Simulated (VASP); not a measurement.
# AlN (Fm-3m) in VASP: a series of runs

AlN is run at these levels: LDA; tasks: single point.

All numbers are computed with VASP 6.6.1; they aren't measurements. Logs are shortened: lines on timing, memory, paths and dates and some standing lists are left out, and cuts for length are marked.

## 1. The cell of the first run

The structure is cubic, space group Fm-3m (No. 225). The conventional cell has a = 3.969 Å, b = 3.969 Å, c = 3.969 Å, α = 90.00°, β = 90.00°, γ = 90.00°. Within 2.6 Å of Al (site symmetry m-3m) lie 6 N at 1.98 Å. N (site symmetry m-3m) has 6 Al at 1.98 Å within 2.6 Å.

## 2. Single point, LDA (volume scaled by 1.01)

Contents of INCAR:

```
PREC = Accurate
ENCUT = 520
EDIFF = 1E-7
ISMEAR = -1
SIGMA = 0.02
LREAL = False
LASPH = True
NELM = 100
ALGO = Normal
ISIF = 2
LWAVE = False
LCHARG = False
NBANDS = 11
```

Contents of KPOINTS:

```
regular mesh
0
Gamma
  10 10 10
```

Contents of POSCAR:

```
AlN
1.0
    0.0000000000      1.9845714768      1.9845714768
    1.9845714768      0.0000000000      1.9845714768
    1.9845714768      1.9845714768      0.0000000000
Al N
1 1
Direct
    0.0000000000      0.0000000000      0.0000000000
    0.5000000000      0.5000000000      0.5000000000
```

Potentials or basis: VASP PAW LDA potentials, release 64 (Al, N).

Launch:

```console
$ cat potpaw_LDA.64/Al/POTCAR potpaw_LDA.64/N/POTCAR > POTCAR
$ mpirun -np 1 vasp_std > vasp.out
```

OUTCAR:

```text
PREC = Accurate
   ENCUT = 520
   EDIFF = 1E-7
   ISMEAR = -1
   LREAL = False
   LASPH = True
   NELM = 100
   ISIF = 2

 ion  position               nearest neighbor table
   1  0.000  0.000  0.000-   2 1.98   2 1.98   2 1.98   2 1.98   2 1.98   2 1.98
   2  0.500  0.500  0.500-   1 1.98   1 1.98   1 1.98   1 1.98   1 1.98   1 1.98

  LATTYP: Found a face centered cubic cell.
 ALAT       =     3.9691429536

  Lattice vectors:

 A1 = (   0.0000000000,   1.9845714768,   1.9845714768)
 A2 = (   1.9845714768,   0.0000000000,   1.9845714768)
 A3 = (   1.9845714768,   1.9845714768,   0.0000000000)

Analysis of symmetry for initial positions (statically):
=====================================================================
 Subroutine PRICEL returns:
 Original cell was already a primitive cell.

 Routine SETGRP: Setting up the symmetry group for a
 face centered cubic supercell.

 Subroutine GETGRP returns: Found 48 space group operations
 (whereof 48 operations were pure point group operations)
 out of a pool of 48 trial point group operations.

The static configuration has the point symmetry O_h .

Analysis of symmetry for dynamics (positions and initial velocities):
=====================================================================
 Subroutine PRICEL returns:
 Original cell was already a primitive cell.

 Routine SETGRP: Setting up the symmetry group for a
 face centered cubic supercell.

 Subroutine GETGRP returns: Found 48 space group operations
 (whereof 48 operations were pure point group operations)
 out of a pool of 48 trial point group operations.

The dynamic configuration has the point symmetry O_h .

 Subroutine INISYM returns: Found 48 space group operations
 (whereof 48 operations are pure point group operations),
 and found     1 'primitive' translations

----------------------------------------------------------------------------------------

                                     Primitive cell

  volume of cell :      15.6326

  direct lattice vectors                    reciprocal lattice vectors
     0.000000000  1.984571477  1.984571477    -0.251943559  0.251943559  0.251943559
     1.984571477  0.000000000  1.984571477     0.251943559 -0.251943559  0.251943559
     1.984571477  1.984571477  0.000000000     0.251943559  0.251943559 -0.251943559

  length of vectors
     2.806607898  2.806607898  2.806607898     0.436379044  0.436379044  0.436379044

  position of ions in fractional coordinates (direct lattice)
     0.000000000  0.000000000  0.000000000
     0.500000000  0.500000000  0.500000000

  ion indices of the primitive-cell ions
[... 79 lines left out ...]
   IBRION =     -1    ionic relax: 0-MD 1-quasi-New 2-CG
   NFREE  =      0    steps in history (QN), initial steepest desc. (CG)
   ISIF   =      2    stress and relaxation
   ISYM   =      2    0-nonsym 1-usesym 2-fastsym
   POTIM  = 0.5000    time-step for ionic-motion
   TEBEG  =    0.0;   TEEND  =   0.0 temperature during run
   PSTRESS=    0.0 pullay stress
   NELECT =       8.0000    total number of electrons
   NUPDOWN=      -1.0000    fix difference up-down
   EMIN   =  10.00;   EMAX   =-10.00  energy-range for DOS
   EFERMI =   0.00;   METHOD = LEGACY
   ISMEAR =    -1;   SIGMA  =   0.02  broadening in eV -4-tet -1-fermi 0-gaus
   EFERMI_NEDOS =   21; number of points for ismear=-14 and -15
   IALGO  =     38    algorithm
   IMIX   =      4    mixing-type and parameters
     AMIX     =   0.40;   BMIX     =  1.00
     AMIX_MAG =   1.60;   BMIX_MAG =  1.00
  volume/ion in A,a.u.               =       7.82        52.75
  Fermi-wavevector in a.u.,A,eV,Ry     =   1.309468  2.474535 23.329982  1.714705
  Thomas-Fermi vector in A             =   2.440064
   LORBIT       =      0    0 simple, 1 ext, 2 COOP (PROOUT), +10 PAW based schemes
   GGA     = CA    functional components
   LHFCALC =     F    Hartree Fock is set to
   AEXX    =    0.0000 exact exchange contribution
   IVDW    =     0    specifies the selected vdW correction
   LEPSILON=     F    determine dielectric tensor
   LRPA    =     F    only Hartree local field effects (RPA)
 non-spin polarized calculation
  energy-cutoff  :      520.00
  volume of cell :       15.63
 maximum number of plane-waves:       444
 NGX is ok and might be reduce to    24
   NGX = 11   NGY = 11   NGZ = 11

 number of electron       7.9999999 magnetization

 Free energy of the ion-electron system (eV)
  ---------------------------------------------------
  ext. energy  EPLUGINS =         0.00000000
  ---------------------------------------------------
  free energy    TOTEN  =       -16.21397179 eV

  energy without entropy =      -16.21397179  energy(sigma->0) =      -16.21397179

 E-fermi :  10.8786     XC(G=0): -12.8361

 val. band max:       10.4502758170   @ k =   0.0000   0.0000   0.0000
 cond. band min:      15.4564694905   @ k =   0.5000   0.5000   0.0000
 fundamental gap:      5.0061936735
 Fermi energy:        10.8786376025

 k-point     1 :       0.0000    0.0000    0.0000
  band No.  band energies     occupation
      1      -7.4749      2.00000
      2      10.4503      2.00000
      3      10.4503      2.00000
      4      10.4503      2.00000
      5      17.0483      0.00000
      6      22.6430      0.00000
      7      22.6430      0.00000
      8      22.6430      0.00000
      9      28.0212      0.00000
     10      28.4890      0.00000
     11      28.4890      0.00000
[... 309 lines left out ...]
 k-point    24 :       0.4000    0.3000    0.0000
  band No.  band energies     occupation
      1      -4.2218      2.00000
      2       4.3954      2.00000
      3       7.4770      2.00000
      4       8.0281      2.00000
      5      16.7398      0.00000
      6      17.5286      0.00000
      7      23.1965      0.00000
      8      26.5351      0.00000
      9      27.3595      0.00000
     10      32.7029      0.00000
     11      35.7551      0.00000

 [... further k-points ...]
[... 5 lines left out ...]
  --------------------------------------------------------------------------------------
  -------------------------------------------------------------------------------------
  Total        0.9777877      0.9777877      0.9777877     -0.0000000      0.0000000     -0.0000000
  in kB      100.2132023    100.2132023    100.2132023     -0.0000000      0.0000000     -0.0000000
  external PRESSURE =     100.2132023 kB  Pullay stress =       0.0000000 kB

 VOLUME and BASIS-vectors are now :
 -----------------------------------------------------------------------------
  energy-cutoff  :      520.00
  volume of cell :       15.63
      direct lattice vectors                 reciprocal lattice vectors
     0.000000000  1.984571477  1.984571477    -0.251943559  0.251943559  0.251943559
     1.984571477  0.000000000  1.984571477     0.251943559 -0.251943559  0.251943559
     1.984571477  1.984571477  0.000000000     0.251943559  0.251943559 -0.251943559

 POSITION                                       TOTAL-FORCE (eV/Angst)
 -----------------------------------------------------------------------------------
      0.00000      0.00000      0.00000         0.000000     -0.000000      0.000000
      1.98457      1.98457      1.98457        -0.000000      0.000000     -0.000000
 -----------------------------------------------------------------------------------
    total drift:                               -0.000000     -0.000000      0.000000

  FREE ENERGIE OF THE ION-ELECTRON SYSTEM (eV)
  ---------------------------------------------------
  free  energy   TOTEN  =       -16.2139717931 eV

  energy  without entropy=      -16.2139717931  energy(sigma->0) =      -16.21397179
```

stdout:

```text
POSCAR found type information on POSCAR AlN
 POSCAR found :  2 types and       2 ions
 scaLAPACK will be used
 LDA part: xc-table for (Slater(with rela. corr.)+CA(PZ))
 , standard interpolation
 POSCAR, INCAR and KPOINTS ok, starting setup
 FFT: planning ... GRIDC
 FFT: planning ... GRID_SOFT
 FFT: planning ... GRID
 WAVECAR not read
 entering main loop
```

It took 11 s on 1 thread of Intel Xeon 8259CL, shared host; peak memory 0.13 GiB.

Results:

- Free energy: -16.2140 eV
- Pressure: 10.0 GPa
- Band gap on the k mesh: 5.01 eV, indirect (least direct gap 6.60 eV)

Levels at points of the mesh, in eV from the valence-band top:
| k point | band 1 | band 2 | band 3 | band 4 | band 5 | band 6 | band 7 | band 8 |
| --- | --- | --- | --- | --- | --- | --- | --- | --- |
| (0.00, 0.00, 0.00) | -17.93 | 0.00 | 0.00 | 0.00 | 6.60 | 12.19 | 12.19 | 12.19 |
| (0.50, 0.00, 0.00) | -14.36 | -8.71 | -1.19 | -1.19 | 6.48 | 11.26 | 11.26 | 13.96 |
| (0.50, 0.50, 0.00) | -13.27 | -7.80 | -2.96 | -2.96 | 5.01 | 5.09 | 14.58 | 17.87 |

 A k mesh can miss the band edges.

## 3. Single point, LDA (volume scaled by 1.04)

Contents of INCAR:

```
PREC = Accurate ; ENCUT = 520
EDIFF = 1E-7 ; ISMEAR = -1
SIGMA = 0.02 ; LREAL = False
LASPH = True ; NELM = 80
ALGO = Normal ; ISIF = 2
LWAVE = False ; LCHARG = False
NBANDS = 11
```

Contents of KPOINTS:

```
Automatic mesh
0
Gamma
  10 10 10
```

Contents of POSCAR:

```
AlN
1.0
    0.0000000000      2.0040293008      2.0040293008
    2.0040293008      0.0000000000      2.0040293008
    2.0040293008      2.0040293008      0.0000000000
Al N
1 1
Direct
    0.0000000000      0.0000000000      0.0000000000
    0.5000000000      0.5000000000      0.5000000000
```

Potentials or basis: VASP PAW LDA potentials, release 64 (Al, N).

Launch:

```console
$ cat potpaw_LDA.64/Al/POTCAR potpaw_LDA.64/N/POTCAR > POTCAR
$ mpirun -np 1 vasp_std > vasp.out
```

OUTCAR:

```text
PREC = Accurate
   ENCUT = 520
   EDIFF = 1E-7
   ISMEAR = -1
   LREAL = False
   LASPH = True
   NELM = 80
   ISIF = 2

 ion  position               nearest neighbor table
   1  0.000  0.000  0.000-   2 2.00   2 2.00   2 2.00   2 2.00   2 2.00   2 2.00
   2  0.500  0.500  0.500-   1 2.00   1 2.00   1 2.00   1 2.00   1 2.00   1 2.00

  LATTYP: Found a face centered cubic cell.
 ALAT       =     4.0080586016

  Lattice vectors:

 A1 = (   0.0000000000,   2.0040293008,   2.0040293008)
 A2 = (   2.0040293008,   0.0000000000,   2.0040293008)
 A3 = (   2.0040293008,   2.0040293008,   0.0000000000)

Analysis of symmetry for initial positions (statically):
=====================================================================
 Subroutine PRICEL returns:
 Original cell was already a primitive cell.

 Routine SETGRP: Setting up the symmetry group for a
 face centered cubic supercell.

 Subroutine GETGRP returns: Found 48 space group operations
 (whereof 48 operations were pure point group operations)
 out of a pool of 48 trial point group operations.

The static configuration has the point symmetry O_h .

Analysis of symmetry for dynamics (positions and initial velocities):
=====================================================================
 Subroutine PRICEL returns:
 Original cell was already a primitive cell.

 Routine SETGRP: Setting up the symmetry group for a
 face centered cubic supercell.

 Subroutine GETGRP returns: Found 48 space group operations
 (whereof 48 operations were pure point group operations)
 out of a pool of 48 trial point group operations.

The dynamic configuration has the point symmetry O_h .

 Subroutine INISYM returns: Found 48 space group operations
 (whereof 48 operations are pure point group operations),
 and found     1 'primitive' translations

----------------------------------------------------------------------------------------

                                     Primitive cell

  volume of cell :      16.0969

  direct lattice vectors                    reciprocal lattice vectors
     0.000000000  2.004029301  2.004029301    -0.249497350  0.249497350  0.249497350
     2.004029301  0.000000000  2.004029301     0.249497350 -0.249497350  0.249497350
     2.004029301  2.004029301  0.000000000     0.249497350  0.249497350 -0.249497350

  length of vectors
     2.834125417  2.834125417  2.834125417     0.432142087  0.432142087  0.432142087

  position of ions in fractional coordinates (direct lattice)
     0.000000000  0.000000000  0.000000000
     0.500000000  0.500000000  0.500000000

  ion indices of the primitive-cell ions
   primitive index   ion index
                 1           1
                 2           2

----------------------------------------------------------------------------------------

 KPOINTS: Automatic mesh

Automatic generation of k-mesh.
 Grid dimensions read from file:
 generate k-points for:   10   10   10

 Generating k-lattice:

  Cartesian coordinates                     Fractional coordinates (reciprocal lattice)
    -0.024949735  0.024949735  0.024949735     0.100000000  0.000000000  0.000000000
     0.024949735 -0.024949735  0.024949735     0.000000000  0.100000000  0.000000000
     0.024949735  0.024949735 -0.024949735     0.000000000  0.000000000  0.100000000

  Length of vectors
     0.043214209  0.043214209  0.043214209

  Shift w.r.t. Gamma in fractional coordinates (k-lattice)
     0.000000000  0.000000000  0.000000000

 Subroutine IBZKPT returns following result:
 ===========================================

 Found     47 irreducible k-points:

 Following reciprocal coordinates:
            Coordinates               Weight
  0.000000  0.000000  0.000000      1.000000
  0.100000  0.000000  0.000000      8.000000
  0.200000  0.000000  0.000000      8.000000
  0.300000  0.000000  0.000000      8.000000
  0.400000  0.000000  0.000000      8.000000
  0.500000  0.000000  0.000000      4.000000
[... 16 lines left out ...]
  0.300000  0.300000  0.000000      6.000000
  0.400000  0.300000  0.000000     24.000000
 [... further k-points ...]
   k-points           NKPTS =     47   k-points in BZ     NKDIM =     47   number of bands    NBANDS=     11
   number of dos      NEDOS =    301   number of ions     NIONS =      2
   total plane-waves  NPLWV =  13824
   dimension x,y,z NGX =    24 NGY =   24 NGZ =   24
   dimension x,y,z NGXF=    48 NGYF=   48 NGZF=   48
   ions per type =               1   1
   NGX,Y,Z   is equivalent  to a cutoff of  14.08, 14.08, 14.08 a.u.
   NGXF,Y,Z  is equivalent  to a cutoff of  28.16, 28.16, 28.16 a.u.
 SYSTEM =  unknown system
   PREC   = accura    normal or accurate (medium, high low for compatibility)
   ISTART =      0    job   : 0-new  1-cont  2-samecut
   ICHARG =      2    charge: 1-file 2-atom 10-const
   ISPIN  =      1    spin polarized calculation?
   LNONCOLLINEAR =      F non collinear calculations
   LSORBIT =      F    spin-orbit coupling
   LASPH  =      T    aspherical Exc in radial PAW
   ENCUT  =  520.0 eV  38.22 Ry    6.18 a.u.   5.27  5.27  5.27*2*pi/ulx,y,z
   NELM   =     80;   NELMIN=  2; NELMDL= -5     # of ELM steps
   EDIFF  = 0.1E-06   stopping-criterion for ELM
   LREAL  =      F    real-space projection
   EDIFFG = 0.1E-05   stopping-criterion for IOM
   NSW    =      0    number of steps for IOM
   IBRION =     -1    ionic relax: 0-MD 1-quasi-New 2-CG
   NFREE  =      0    steps in history (QN), initial steepest desc. (CG)
   ISIF   =      2    stress and relaxation
   ISYM   =      2    0-nonsym 1-usesym 2-fastsym
   POTIM  = 0.5000    time-step for ionic-motion
   TEBEG  =    0.0;   TEEND  =   0.0 temperature during run
   PSTRESS=    0.0 pullay stress
   NELECT =       8.0000    total number of electrons
   NUPDOWN=      -1.0000    fix difference up-down
   EMIN   =  10.00;   EMAX   =-10.00  energy-range for DOS
   EFERMI =   0.00;   METHOD = LEGACY
   ISMEAR =    -1;   SIGMA  =   0.02  broadening in eV -4-tet -1-fermi 0-gaus
   EFERMI_NEDOS =   21; number of points for ismear=-14 and -15
   IALGO  =     38    algorithm
   IMIX   =      4    mixing-type and parameters
     AMIX     =   0.40;   BMIX     =  1.00
     AMIX_MAG =   1.60;   BMIX_MAG =  1.00
  volume/ion in A,a.u.               =       8.05        54.31
  Fermi-wavevector in a.u.,A,eV,Ry     =   1.296753  2.450509 22.879144  1.681570
  Thomas-Fermi vector in A             =   2.428190
   LORBIT       =      0    0 simple, 1 ext, 2 COOP (PROOUT), +10 PAW based schemes
   GGA     = CA    functional components
   LHFCALC =     F    Hartree Fock is set to
   AEXX    =    0.0000 exact exchange contribution
   IVDW    =     0    specifies the selected vdW correction
   LEPSILON=     F    determine dielectric tensor
   LRPA    =     F    only Hartree local field effects (RPA)
 non-spin polarized calculation
  energy-cutoff  :      520.00
  volume of cell :       16.10
 maximum number of plane-waves:       444
 NGX is ok and might be reduce to    24
   NGX = 11   NGY = 11   NGZ = 11

 number of electron       8.0000000 magnetization

 Free energy of the ion-electron system (eV)
  ---------------------------------------------------
  ext. energy  EPLUGINS =         0.00000000
  ---------------------------------------------------
  free energy    TOTEN  =       -16.23037360 eV

  energy without entropy =      -16.23037360  energy(sigma->0) =      -16.23037360

 E-fermi :  10.5320     XC(G=0): -12.6972

 val. band max:       10.0561117378   @ k =   0.0000   0.0000   0.0000
 cond. band min:      14.7711689187   @ k =   0.5000   0.5000   0.0000
 fundamental gap:      4.7150571809
 Fermi energy:        10.5320382925

 k-point     1 :       0.0000    0.0000    0.0000
  band No.  band energies     occupation
      1      -7.5936      2.00000
      2      10.0561      2.00000
      3      10.0561      2.00000
      4      10.0561      2.00000
      5      16.2128      0.00000
      6      22.1597      0.00000
      7      22.1597      0.00000
      8      22.1597      0.00000
      9      27.4557      0.00000
     10      27.8799      0.00000
     11      27.8799      0.00000
[... 309 lines left out ...]
 k-point    24 :       0.4000    0.3000    0.0000
  band No.  band energies     occupation
      1      -4.4388      2.00000
      2       4.1220      2.00000
      3       7.1664      2.00000
      4       7.7021      2.00000
      5      16.2304      0.00000
      6      16.9581      0.00000
      7      22.4581      0.00000
      8      25.7706      0.00000
      9      26.5563      0.00000
     10      31.9811      0.00000
     11      34.9148      0.00000

 [... further k-points ...]
[... 5 lines left out ...]
  --------------------------------------------------------------------------------------
  -------------------------------------------------------------------------------------
  Total        0.1267455      0.1267455      0.1267455      0.0000000      0.0000000     -0.0000000
  in kB       12.6153980     12.6153980     12.6153980      0.0000000      0.0000000     -0.0000000
  external PRESSURE =      12.6153980 kB  Pullay stress =       0.0000000 kB

 VOLUME and BASIS-vectors are now :
 -----------------------------------------------------------------------------
  energy-cutoff  :      520.00
  volume of cell :       16.10
      direct lattice vectors                 reciprocal lattice vectors
     0.000000000  2.004029301  2.004029301    -0.249497350  0.249497350  0.249497350
     2.004029301  0.000000000  2.004029301     0.249497350 -0.249497350  0.249497350
     2.004029301  2.004029301  0.000000000     0.249497350  0.249497350 -0.249497350

 POSITION                                       TOTAL-FORCE (eV/Angst)
 -----------------------------------------------------------------------------------
      0.00000      0.00000      0.00000         0.000000      0.000000     -0.000000
      2.00403      2.00403      2.00403        -0.000000     -0.000000      0.000000
 -----------------------------------------------------------------------------------
    total drift:                               -0.000000     -0.000000      0.000000

  FREE ENERGIE OF THE ION-ELECTRON SYSTEM (eV)
  ---------------------------------------------------
  free  energy   TOTEN  =       -16.2303736029 eV

  energy  without entropy=      -16.2303736028  energy(sigma->0) =      -16.23037360
```

Run time: 11 s. Hardware: 1 thread of Intel Xeon 8259CL, shared host; peak memory 0.13 GiB.

What came out:

- Free energy: -16.2304 eV
- Pressure: 1.3 GPa
- Band gap on the k mesh: 4.72 eV, indirect (least direct gap 6.16 eV)
